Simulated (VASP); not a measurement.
Write the native input for VASP 6.6.1 that does the following.

- Task: single point
- Functional: PBE
- Potentials or basis: VASP PAW PBE potentials, release 64 (Ge_d, Pt)
- Cutoff: 520 eV
- k mesh: 12 × 12 × 12
- Occupations: gaussian, width 0.1 eV
- Spin: no spin polarisation
- Dipole correction: no
- Further INCAR settings: ALGO = Normal; EDIFF = 1e-06; NBANDS = 34

The structure of Ge3Pt lies in POSCAR:

```
Ge3Pt
1.0
    4.1477620989      0.0000000000      0.0000000000
    0.0000000000      4.1477620989      0.0000000000
    0.0000000000      0.0000000000      4.1477620989
Ge Pt
3 1
Direct
    0.0000000000      0.5000000000      0.5000000000
    0.5000000000      0.0000000000      0.5000000000
    0.5000000000      0.5000000000      0.0000000000
    0.0000000000      0.0000000000      0.0000000000
```

One way to write it, as run:

INCAR

```
ALGO = Normal
EDIFF = 1E-6
ENCUT = 520
GGA = PE
ISIF = 2
ISMEAR = 0
LASPH = T
LCHARG = F
LREAL = F
LWAVE = F
NBANDS = 34
NELM = 80
PREC = Accurate
SIGMA = 0.1
```

KPOINTS

```
k-points
0
Gamma
  12 12 12
```

Potentials or basis: VASP PAW PBE potentials, release 64 (Ge_d, Pt).

Command:

```bash
$ cat potpaw_PBE.64/Ge_d/POTCAR potpaw_PBE.64/Pt/POTCAR > POTCAR
$ mpirun -np 1 vasp_std > vasp.out
```

Results of the run:

The pressure is 0.0 GPa and the band gap on the k mesh is zero (bands 26 and 27 overlap by 1.88 eV).

Caveat: spin-orbit coupling is left out, which moves the levels of the heavy elements.

It took 2.7 min on 1 thread of AMD EPYC 7R13 Processor (Zen 3), with other jobs on the host, peak memory 0.27 GiB.
